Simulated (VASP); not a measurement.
HoNb3I: single point with PBE

HoNb3I:

```
Ho Nb I
1.0
     5.03529    0.00000    0.00000
     0.00000    5.03529    0.00000
     0.00000    0.00000    5.03529
Ho Nb I
1 3 1
Direct
  0.00000 0.00000 0.00000
  0.50000 0.00000 0.00000
  0.00000 0.50000 0.00000
  0.00000 0.00000 0.50000
  0.50000 0.50000 0.50000
```

```json
{"Program": "VASP 6.6.1", "Task": "single point", "Functional": "PBE", "Potentials or basis": "VASP PAW PBE potentials, release 64 (Ho_3, Nb_sv, I), 4f in core", "Cutoff": "400 eV", "k mesh": "8 × 8 × 8", "Occupations": "gaussian, width 0.1 eV", "Spin": "no spin polarisation", "Dipole correction": "no", "k mesh for the DOS": "12 × 12 × 12", "Occupations for the DOS": "tetrahedron", "Further INCAR settings": "ALGO = Normal; EDIFF = 1e-06"}
```

```json
{
  "Valence electrons inside the program's atomic spheres": "Ho 10.26; Nb 10.70; I 4.11"
}
```

Levels at points of the mesh, in eV from the Fermi level:
```csv
k point,band 23,band 24,band 25,band 26,band 27,band 28,band 29,band 30,band 31,band 32
"(0.00, 0.00, 0.00)",-3.17,-2.13,-2.13,-1.46,-1.46,-0.75,0.48,0.48,0.48,2.14
"(0.50, 0.00, 0.00)",-1.39,-1.39,-0.96,-0.75,-0.43,-0.27,-0.27,0.05,0.83,1.40
"(0.50, 0.50, 0.00)",-0.74,-0.74,-0.67,-0.60,-0.40,0.41,0.66,0.98,0.99,1.00
"(0.50, 0.50, 0.50)",-0.51,-0.42,-0.42,-0.42,1.04,1.04,1.14,1.30,1.33,1.42
```

Run time: 9.7 min on 1 thread of Intel(R) Xeon(R) Platinum 8259CL CPU @ 2.50GHz (Skylake/Cascade Lake), with other jobs on the host, peak memory 0.36 GiB.

Caveat: spin-orbit coupling is left out, which moves the levels of the heavy elements; the 4f electrons are frozen in the core, so they carry no moment and show no levels; an odd number of electrons without spin polarisation forces a metal; a magnetic or distorted state may lie lower; the run has no spin polarisation, though such a crystal can be magnetic. Spin polarisation is off, so any magnetic state and its effect on volume and gap are missing.
